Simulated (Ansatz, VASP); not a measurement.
Sb: VASP beside Ansatz

The input INCAR:

```
PREC = Accurate ; ENCUT = 520
EDIFF = 1E-7 ; ISMEAR = -1
SIGMA = 0.1 ; LREAL = F
LASPH = T ; NELM = 100
ALGO = Normal ; ISIF = 2
LWAVE = F ; LCHARG = T
GGA = B5 ; ALDAX = 1.0
AGGAX = 1.0 ; AGGAC = 1.0
ALDAC = 0.0 ; LELF = T
LVHAR = T ; NBANDS = 14
```

File KPOINTS:

```
regular mesh
0
Gamma
  7 7 11
```

The input POSCAR:

```
Sb
1.0
    5.6336939872      0.0000000000      0.0000000000
   -2.8168469936      4.8789221101      0.0000000000
    0.0000000000      0.0000000000      3.3292563880
Sb
3
Direct
    0.0000000000      0.0000000000      1.0000000000
    0.3333333333      0.6666666667      0.5000000000
    0.6666666667      0.3333333333      0.5000000000
```

Input for Ansatz:

```yaml
crystal:
  lattice:
    - [5.6336939872, 0.0, 0.0]
    - [-2.8168469936, 4.8789221101, 0.0]
    - [0.0, 0.0, 3.329256388]
  atoms:
    - { symbol: Sb, position: [0.0, 0.0, 1.0] }
    - { symbol: Sb, position: [0.3333333333, 0.6666666667, 0.5] }
    - { symbol: Sb, position: [0.6666666667, 0.3333333333, 0.5] }
hamiltonian:
  xc: blyp
  pseudopotentials:
    kind: paw
    azcp:
      Sb: "pseudopotentials/Sb.paw.azcp"
basis:
  ecutwfc: 420
  fft_grid_basis: typed
kpoints:
  mp_grid: { grid: [7, 7, 11], shift: [0, 0, 0] }
magnetization:
  spin_polarized: false
scf:
  occupations: { method: fermi_dirac, width: 0.1 }
  lower_state_search: "off"
output:
  stress: true
  write_density: true
  write_potential: true
  elf: true
  volumetric_format: npy
```

Alike in both runs: task single point; functional BLYP; k mesh 7 × 7 × 11; occupations fermi-dirac, width 0.1 eV; no spin polarisation.

|  | VASP | Ansatz |
| --- | --- | --- |
| version | VASP 6.6.1 | Ansatz 0.2.0 |
| potentials or method | VASP PAW PBE potentials, release 64 (Sb), cutoff 520 eV | plane waves (420 eV) with PAW, scalar-relativistic |
| valence electrons in the cell | 15 | 45 |

|  | VASP | Ansatz | Ansatz less VASP |
| --- | --- | --- | --- |
| pressure (GPa) | 0.0 | -0.1 | -0.12 |
| traceless stress, the component that is largest in VASP (GPa) | 0.23 | 0.22 | -0.012 |

VASP's potentials were made for PBE, not for BLYP. VASP's potentials hold 15 valence electrons a cell and Ansatz's 45, so a difference there can come from the potentials and not from the codes.

Neither program's run includes spin-orbit coupling.
